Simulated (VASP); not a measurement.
# GaN (P6_3mc) in VASP: settings compared, part 2 of 2

VASP 6.6.1. Earlier steps stand in the parts before.

## Step 4: Single point, r2SCAN

Input file POSCAR:

```
GaN
1.0
    3.1889999985      0.0000000000      0.0000000000
   -1.5944999992      2.7617550113      0.0000000000
    0.0000000000      0.0000000000      5.2161100000
Ga N
2 2
Direct
    0.3333333333      0.6666666667      0.0004361091
    0.6666666667      0.3333333333      0.5004361091
    0.3333333333      0.6666666667      0.3765638909
    0.6666666667      0.3333333333      0.8765638909
```

Input file INCAR.step1:

```
SYSTEM = GaN
ALGO = Normal
EDIFF = 1E-4
ENCUT = 520
GGA = PE
ISMEAR = 0
LASPH = .True.
LCHARG = .False.
LREAL = .False.
LWAVE = .True.
NBANDS = 26
NELM = 80
PREC = Accurate
SIGMA = 0.05
```

Input file INCAR.step2:

```
SYSTEM = GaN
ALGO = Normal
EDIFF = 1E-7
ENCUT = 520
ISIF = 2
ISMEAR = 0
ISTART = 1
LASPH = .True.
LCHARG = .False.
LMIXTAU = .True.
LREAL = .False.
LWAVE = .False.
METAGGA = R2SCAN
NBANDS = 26
NELM = 80
PREC = Accurate
SIGMA = 0.05
```

Input file KPOINTS:

```
k-points
0
Gamma
  8 8 5
  0 0 0
```

Potentials or basis: VASP PAW PBE potentials, release 64 (Ga_d, N).

Started as:

```console
$ cat potpaw_PBE.64/Ga_d/POTCAR potpaw_PBE.64/N/POTCAR > POTCAR
$ cp INCAR.step1 INCAR
$ mpirun -np 1 vasp_std > vasp.out
$ cp INCAR.step2 INCAR
$ mpirun -np 1 vasp_std > vasp.out
```

OUTCAR:

```text
SYSTEM = GaN
   EDIFF = 1E-7
   ENCUT = 520
   ISIF = 2
   ISMEAR = 0
   ISTART = 1
   LASPH = .True.
   LREAL = .False.
   METAGGA = R2SCAN
   NELM = 80
   PREC = Accurate

 ion  position               nearest neighbor table
   1  0.333  0.667  0.000-   4 1.95   4 1.95   4 1.95   3 1.96
   2  0.667  0.333  0.500-   3 1.95   3 1.95   3 1.95   4 1.96
   3  0.333  0.667  0.377-   2 1.95   2 1.95   2 1.95   1 1.96
   4  0.667  0.333  0.877-   1 1.95   1 1.95   1 1.95   2 1.96

  LATTYP: Found a hexagonal cell.
 ALAT       =     3.1889999985
 C/A-ratio  =     1.6356569465

  Lattice vectors:

 A1 = (   3.1889999985,   0.0000000000,   0.0000000000)
 A2 = (  -1.5944999992,   2.7617550113,   0.0000000000)
 A3 = (   0.0000000000,   0.0000000000,   5.2161100000)

Analysis of symmetry for initial positions (statically):
=====================================================================
 Subroutine PRICEL returns:
 Original cell was already a primitive cell.

 Routine SETGRP: Setting up the symmetry group for a
 hexagonal supercell.

 Subroutine GETGRP returns: Found 12 space group operations
 (whereof  6 operations were pure point group operations)
 out of a pool of 24 trial point group operations.

The static configuration has the point symmetry C_3v.
 The point group associated with its full space group is C_6v.

Analysis of symmetry for dynamics (positions and initial velocities):
=====================================================================
 Subroutine PRICEL returns:
 Original cell was already a primitive cell.

 Routine SETGRP: Setting up the symmetry group for a
 hexagonal supercell.

 Subroutine GETGRP returns: Found 12 space group operations
 (whereof  6 operations were pure point group operations)
 out of a pool of 24 trial point group operations.

The dynamic configuration has the point symmetry C_3v.
 The point group associated with its full space group is C_6v.

 Subroutine INISYM returns: Found 12 space group operations
[... 114 lines left out ...]
   EMIN   =  10.00;   EMAX   =-10.00  energy-range for DOS
   EFERMI =   0.00;   METHOD = LEGACY
   ISMEAR =     0;   SIGMA  =   0.05  broadening in eV -4-tet -1-fermi 0-gaus
   EFERMI_NEDOS =   21; number of points for ismear=-14 and -15
   IALGO  =     38    algorithm
   IMIX   =      4    mixing-type and parameters
     AMIX     =   0.40;   BMIX     =  1.00
     AMIX_MAG =   1.60;   BMIX_MAG =  1.00
  volume/ion in A,a.u.               =      11.48        77.50
  Fermi-wavevector in a.u.,A,eV,Ry     =   1.509316  2.852194 30.994548  2.278035
  Thomas-Fermi vector in A             =   2.619654
   LORBIT       =      0    0 simple, 1 ext, 2 COOP (PROOUT), +10 PAW based schemes
   METAGGA = R2SCAN    functional components
   LHFCALC =     F    Hartree Fock is set to
   AEXX    =    0.0000 exact exchange contribution
   IVDW    =     0    specifies the selected vdW correction
   LEPSILON=     F    determine dielectric tensor
   LRPA    =     F    only Hartree local field effects (RPA)
 non-spin polarized calculation
 Gauss-broadening in eV      SIGMA  =   0.05
  energy-cutoff  :      520.00
  volume of cell :       45.94
 maximum number of plane-waves:      1259
 NGX is ok and might be reduce to    24
   NGX = 11   NGY = 11   NGZ = 19

 number of electron      35.9999976 magnetization

 Free energy of the ion-electron system (eV)
  ---------------------------------------------------
  ext. energy  EPLUGINS =         0.00000000
  ---------------------------------------------------
  free energy    TOTEN  =       -43.82090757 eV

  energy without entropy =      -43.82090757  energy(sigma->0) =      -43.82090757

 E-fermi :   5.2895     XC(G=0): -12.6054

 val. band max:        5.0023158310   @ k =   0.0000   0.0000   0.0000
 cond. band min:       7.2606640811   @ k =   0.0000   0.0000   0.0000
 fundamental gap:      2.2583482501
 Fermi energy:         5.2895249867

 k-point     1 :       0.0000    0.0000    0.0000
  band No.  band energies     occupation
      1     -11.7325      2.00000
      2     -10.7597      2.00000
      3      -8.8300      2.00000
      4      -8.8138      2.00000
      5      -8.8138      2.00000
      6      -8.7479      2.00000
[... 685 lines left out ...]
     25      17.3330      0.00000
     26      18.3522      0.00000

 [... further k-points ...]
[... 5 lines left out ...]
  --------------------------------------------------------------------------------------
  -------------------------------------------------------------------------------------
  Total       -0.1052584     -0.1052584     -0.5169035     -0.0000000     -0.0000000      0.0000000
  in kB       -3.6709718     -3.6709718    -18.0274230     -0.0000000     -0.0000000      0.0000000
  external PRESSURE =      -8.4564555 kB  Pullay stress =       0.0000000 kB

 VOLUME and BASIS-vectors are now :
 -----------------------------------------------------------------------------
  energy-cutoff  :      520.00
  volume of cell :       45.94
      direct lattice vectors                 reciprocal lattice vectors
     3.188999998  0.000000000  0.000000000     0.313577924  0.181044299  0.000000000
    -1.594499999  2.761755011  0.000000000     0.000000000  0.362088598  0.000000000
     0.000000000  0.000000000  5.216110000     0.000000000  0.000000000  0.191713748

 POSITION                                       TOTAL-FORCE (eV/Angst)
 -----------------------------------------------------------------------------------
     -0.00000      1.84117      0.00227        -0.000000      0.000000      0.013782
      1.59450      0.92059      2.61033         0.000000      0.000000      0.013782
     -0.00000      1.84117      1.96420        -0.000000      0.000000     -0.013782
      1.59450      0.92059      4.57225        -0.000000     -0.000000     -0.013782
 -----------------------------------------------------------------------------------
    total drift:                                0.000002      0.000003      0.065449

  FREE ENERGIE OF THE ION-ELECTRON SYSTEM (eV)
  ---------------------------------------------------
  free  energy   TOTEN  =       -43.8209075668 eV

  energy  without entropy=      -43.8209075668  energy(sigma->0) =      -43.82090757
```

It took 93 s on 1 thread of Intel Xeon Platinum 8488C (Sapphire Rapids), shared host; peak memory 0.18 GiB.

What came out:

```yaml
Free_energy: -43.8209 eV
Pressure: -0.8 GPa
Largest_force: 0.014 eV/Å
Band_gap_on_the_k_mesh: 2.26 eV, direct
```

Forces on the atoms (eV/Å):
```
Ga   0.000  0.000  0.014
Ga   0.000  0.000  0.014
N    0.000  0.000 -0.014
N    0.000  0.000 -0.014
```

Caveat: the PAW data sets were made with another functional, which shifts forces and pressure a little.

## Step 5: Single point, r2SCAN

POSCAR is that of step 4.

Input file INCAR.step1:

```
SYSTEM = GaN
PREC = Accurate
ENCUT = 520
ISMEAR = 0
SIGMA = 0.03
LREAL = .FALSE.
LASPH = .TRUE.
NELM = 100
NBANDS = 26
GGA = PE
ALGO = Normal
EDIFF = 1E-4
LWAVE = .TRUE.
LCHARG = .FALSE.
```

Input file INCAR.step2:

```
SYSTEM = GaN
PREC = Accurate
ENCUT = 520
EDIFF = 1E-6
ISMEAR = 0
SIGMA = 0.03
LREAL = .FALSE.
LASPH = .TRUE.
NELM = 100
ALGO = Normal
ISIF = 2
LWAVE = .FALSE.
LCHARG = .TRUE.
METAGGA = R2SCAN
LMIXTAU = .TRUE.
LELF = .TRUE.
LVHAR = .TRUE.
NBANDS = 26
ISTART = 1
```

Input file KPOINTS:

```
regular mesh
0
G
  8 8 5
  0 0 0
```

Started as:

```console
$ cat potpaw_PBE.64/Ga_d/POTCAR potpaw_PBE.64/N/POTCAR > POTCAR
$ cp INCAR.step1 INCAR
$ mpirun -np 1 vasp_std > vasp.out
$ cp INCAR.step2 INCAR
$ mpirun -np 1 vasp_std > vasp.out
```

Wall time 83 s (1 thread of Intel Xeon Platinum 8488C (Sapphire Rapids), shared host); peak memory 0.17 GiB.

It converged, with:

```yaml
Free_energy: -43.8209 eV
Pressure: -0.9 GPa
Largest_force: 0.014 eV/Å
Band_gap_on_the_k_mesh: 2.26 eV, direct
```

Forces on the atoms (eV/Å):
```
Ga   0.000  0.000  0.014
Ga   0.000  0.000  0.014
N    0.000  0.000 -0.014
N    0.000  0.000 -0.014
```

Stress tensor (GPa, compression positive):
```
-0.38  0.00  0.00
 0.00 -0.38  0.00
 0.00  0.00 -1.82
```

Levels at points of the mesh, in eV from the valence-band top:
```tsv
k point	band 16	band 17	band 18	band 19	band 20	band 21
(0.00, 0.00, 0.00)	-0.06	0.00	0.00	2.26	4.79	9.86
(0.50, 0.00, 0.00)	-2.79	-2.23	-1.03	5.57	6.05	6.48
```

Caveat: the PAW data sets were made with another functional, which shifts forces and pressure a little. r2SCAN opens gaps a little over a GGA but as a rule still falls short of measured ones.

## Step 6: Relaxation of the atoms, PBE

Input file INCAR:

```
  ALGO = Normal
  EDIFF = 1E-7
  EDIFFG = -0.003
  ENCUT = 520
  GGA = PE
  IBRION = 2
  ISIF = 2
  ISMEAR = 0
  LASPH = T
  LCHARG = F
  LREAL = F
  LWAVE = F
  NELM = 60
  NSW = 80
  PREC = Accurate
  SIGMA = 0.05
```

Input file KPOINTS:

```
k-points
0
Gamma
  8 8 5
```

Input file POSCAR:

```
GaN
1.0
    3.1890000000      0.0000000000      0.0000000000
   -1.5945000000      2.7617550100      0.0000000000
    0.0000000000      0.0000000000      5.2161100000
Ga N
2 2
Direct
    0.3333333333      0.6666666667      0.0000000000
    0.6666666667      0.3333333333      0.5000000000
    0.3333333333      0.6666666667      0.3770000000
    0.6666666667      0.3333333333      0.8770000000
```

Potentials or basis: VASP PAW PBE potentials, release 64 (Ga_d, N).

Started as:

```console
$ cat potpaw_PBE.64/Ga_d/POTCAR potpaw_PBE.64/N/POTCAR > POTCAR
$ mpirun -np 1 vasp_std > vasp.out
```

It took 34 s on 1 thread of Intel Xeon Platinum 8488C (Sapphire Rapids), shared host; peak memory 0.17 GiB.

It converged, with:

| Item | Value |
| --- | --- |
| Free energy | -24.3116 eV |
| Energy gained by relaxing | 0.1 meV/atom |
| Ionic steps | 3 |
| Pressure after relaxing | 4.3 GPa |
| Band gap on the k mesh | 1.86 eV, direct |

Stress tensor (GPa, compression positive):
```
4.69 0.00 0.00
0.00 4.69 0.00
0.00 0.00 3.59
```

The path:
```
step  energy change (eV)  largest force (eV/Å)  pressure (GPa)
   1              0.0000                0.0588            4.32
   2             -0.0003                0.0052            4.32
   3             -0.0003                0.0003            4.32
```

Final structure:
```
Ga N
1.0
     3.18900    0.00000    0.00000
    -1.59450    2.76176    0.00000
     0.00000    0.00000    5.21611
Ga N
2 2
Direct
  0.33333 0.66667 0.00050
  0.66667 0.33333 0.50050
  0.33333 0.66667 0.37650
  0.66667 0.33333 0.87650
```

Levels at points of the mesh, in eV from the valence-band top:
```csv
k point,band 16,band 17,band 18,band 19,band 20,band 21
"(0.00, 0.00, 0.00)",-0.06,0.00,0.00,1.86,4.25,9.12
"(0.50, 0.00, 0.00)",-2.71,-2.20,-0.99,5.07,5.51,5.99
```

## Step 7: Relaxation of the atoms, LDA

Input file INCAR:

```
SYSTEM = GaN
PREC = Accurate
ENCUT = 520
EDIFF = 1E-7
ISMEAR = 0
SIGMA = 0.05
LREAL = .False.
LASPH = .True.
NELM = 60
ALGO = Normal
ISIF = 2
LWAVE = .False.
LCHARG = .False.
IBRION = 2
NSW = 80
EDIFFG = -0.003
```

Input file KPOINTS:

```
Automatic mesh
0
Gamma
  8 8 5
  0 0 0
```

POSCAR is that of step 6.

Potentials or basis: VASP PAW LDA potentials, release 64 (Ga_d, N).

Started as:

```console
$ cat potpaw_LDA.64/Ga_d/POTCAR potpaw_LDA.64/N/POTCAR > POTCAR
$ mpirun -np 1 vasp_std > vasp.out
```

It took 41 s on 1 thread of Intel Xeon Platinum 8488C (Sapphire Rapids), shared host; peak memory 0.15 GiB.

The run converged. Its results:

```yaml
Free_energy: -27.8811 eV
Energy_gained_by_relaxing: 0.1 meV/atom
Ionic_steps: 3
Pressure_after_relaxing: -6.2 GPa
Band_gap_on_the_k_mesh: 1.87 eV, direct
```

Stress tensor (GPa, compression positive):
```
-5.87  0.00  0.00
 0.00 -5.87  0.00
 0.00  0.00 -6.88
```

The path:
```csv
step,energy change (eV),largest force (eV/Å),pressure (GPa)
1,0.0000,0.0556,-6.21
2,-0.0003,0.0035,-6.21
3,-0.0003,0.0002,-6.21
```

Final structure:
```xyz
4
Lattice="3.1890 0.0000 0.0000 -1.5945 2.7618 0.0000 0.0000 0.0000 5.2161" Properties=species:S:1:pos:R:3 pbc="T T T"
Ga    0.0000    1.8412    0.0025
Ga    1.5945    0.9206    2.6106
N     0.0000    1.8412    1.9639
N     1.5945    0.9206    4.5720
```

Levels at points of the mesh, in eV from the valence-band top:
```
           k point  band 14  band 15  band 16  band 17  band 18  band 19  band 20  band 21  band 22
(0.00, 0.00, 0.00)    -1.03    -1.03    -0.07     0.00     0.00     1.87     4.16     8.97     9.70
(0.50, 0.00, 0.00)    -5.34    -4.24    -2.74    -2.24    -1.01     4.91     5.43     5.85     8.38
```

## Step 8: The runs side by side

```tsv
task	level	potentials or basis	cell	smearing	gap on the mesh (eV)	pressure (GPa)	largest force (eV/Å)
single point	LDA	VASP PAW LDA potentials, release 64 (Ga_d, N)	as given	gaussian 0.05 eV	1.87	-6.2	-
single point	LDA	VASP PAW LDA potentials, release 64 (Ga_d, N)	as given	gaussian 0.03 eV	1.87	-6.2	-
single point	r2SCAN	VASP PAW PBE potentials, release 64 (Ga_d, N)	as given	gaussian 0.05 eV	2.26	-0.8	0.01
single point	r2SCAN	VASP PAW PBE potentials, release 64 (Ga_d, N)	as given	gaussian 0.03 eV	2.26	-0.9	0.01
relaxation of the atoms	PBE	VASP PAW PBE potentials, release 64 (Ga_d, N)	atoms relaxed	gaussian 0.05 eV	1.86	4.3	-
relaxation of the atoms	LDA	VASP PAW LDA potentials, release 64 (Ga_d, N)	atoms relaxed	gaussian 0.05 eV	1.87	-6.2	-
```

Alike in all rows: no spin polarisation; k mesh 8 × 8 × 5; cutoff (eV) 520.

Caveats: the PAW data sets were made with another functional, which shifts forces and pressure a little (some runs).

Absolute energies hang on the potentials; compare differences alone.
